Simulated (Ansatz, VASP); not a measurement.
# Two plane-wave programs on Hg

The input INCAR:

```
SYSTEM = Hg
ALGO = Fast
EDIFF = 1E-6
ENCUT = 520
GGA = PS
ISIF = 2
ISMEAR = 0
LASPH = .TRUE.
LCHARG = .FALSE.
LREAL = .FALSE.
LWAVE = .FALSE.
NBANDS = 12
NELM = 80
PREC = Accurate
SIGMA = 0.15
```

KPOINTS

```
k-points
0
G
  20 20 20
  0 0 0
```

POSCAR

```
Hg
1.0
    0.0000000000      2.6849649073      1.8982701895
    2.6849649073      0.0000000000      1.8982701895
    2.6849649073      2.6849649073      0.0000000000
Hg
1
Direct
    0.0000000000      0.0000000000      0.0000000000
```

Input for Ansatz:

```yaml
crystal:
  lattice:
    - [0.0, 2.6849649073, 1.8982701895]
    - [2.6849649073, 0.0, 1.8982701895]
    - [2.6849649073, 2.6849649073, 0.0]
  atoms:
    - { symbol: Hg, position: [0.0, 0.0, 0.0] }
basis:
  ecutwfc: 420
kpoints:
  mp_grid: { grid: [20, 20, 20] }
hamiltonian:
  xc: pbesol
scf:
  occupations: { method: gaussian, width: 0.15 }
output:
  forces: true
  stress: true
  eigenvalues: true
```

Alike in both runs: task single point; functional PBEsol; k mesh 20 × 20 × 20; occupations gaussian, width 0.15 eV; no spin polarisation.

```csv
,VASP,Ansatz
version,VASP 6.6.1,Ansatz 0.2.0
potentials or method,"VASP PAW PBE potentials, release 64 (Hg), cutoff 520 eV","scalar-relativistic, plane waves, PAW"
valence electrons in the cell,12,20
```

Ansatz gave:

```
gap on the k mesh at the Fermi level (eV) : none
pressure (GPa)                            : -2.8
```

Task: What did VASP give for the same quantities?

Result: gap on the k mesh at the Fermi level (eV): none; pressure (GPa): -2.6.

VASP's potentials were made for PBE, not for PBEsol. A gap of «none» marks a metal or a gap that the smearing closes. VASP's potentials hold 12 valence electrons a cell and Ansatz's 20, so a difference there can come from the potentials and not from the codes.

Spin-orbit coupling is off throughout.
